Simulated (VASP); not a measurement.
Input of a VASP 6.6.1 run:

POSCAR

```
Mg
1.0
   -1.4765000000      1.4765000000      1.4765000000
    1.4765000000     -1.4765000000      1.4765000000
    1.4765000000      1.4765000000     -1.4765000000
Mg
1
Direct
    0.0000000000      0.0000000000      0.0000000000
```

INCAR.step1

```
SYSTEM = Mg
PREC = Accurate
ENCUT = 520
ISMEAR = 1
SIGMA = 0.01
LREAL = .FALSE.
LASPH = .TRUE.
NELM = 100
NBANDS = 7
GGA = PE
ALGO = Normal
EDIFF = 1E-4
LWAVE = .TRUE.
LCHARG = .FALSE.
```

File INCAR.step2:

```
SYSTEM = Mg
PREC = Accurate
ENCUT = 520
EDIFF = 1E-6
ISMEAR = 1
SIGMA = 0.01
LREAL = .FALSE.
LASPH = .TRUE.
NELM = 100
ALGO = Normal
ISIF = 2
LWAVE = .FALSE.
LCHARG = .TRUE.
METAGGA = R2SCAN
LMIXTAU = .TRUE.
IVDW = 12
VDW_S6 = 1.0
VDW_S8 = 0.78981345
VDW_A1 = 0.49484001
VDW_A2 = 5.73083694
LELF = .TRUE.
LVHAR = .TRUE.
NBANDS = 7
ISTART = 1
```

KPOINTS

```
Automatic mesh
0
G
  6 6 6
  0 0 0
```

Potentials or basis: VASP PAW PBE potentials, release 64 (Mg).

Launch:

```console
$ cat potpaw_PBE.64/Mg/POTCAR > POTCAR
$ cp INCAR.step1 INCAR
$ mpirun -np 1 vasp_std > vasp.out
$ cp INCAR.step2 INCAR
$ mpirun -np 1 vasp_std > vasp.out
```

(1) Predict the dispersion energy per atom.

(2) Predict the band gap on the k mesh.

(3) What does it give for the pressure?

## Answers

(1) -0.242 eV.

(2) zero (band 1 reaches 10.60 eV, above the bottom of band 2 at 5.67 eV).

(3) 60.1 GPa.

Caveat: the k points lie up to 0.50 Å⁻¹ apart; three body term missing; the PAW data sets were made with another functional, which shifts forces and pressure a little; pairwise dispersion overbinds metals, which lowers pressure and volume.
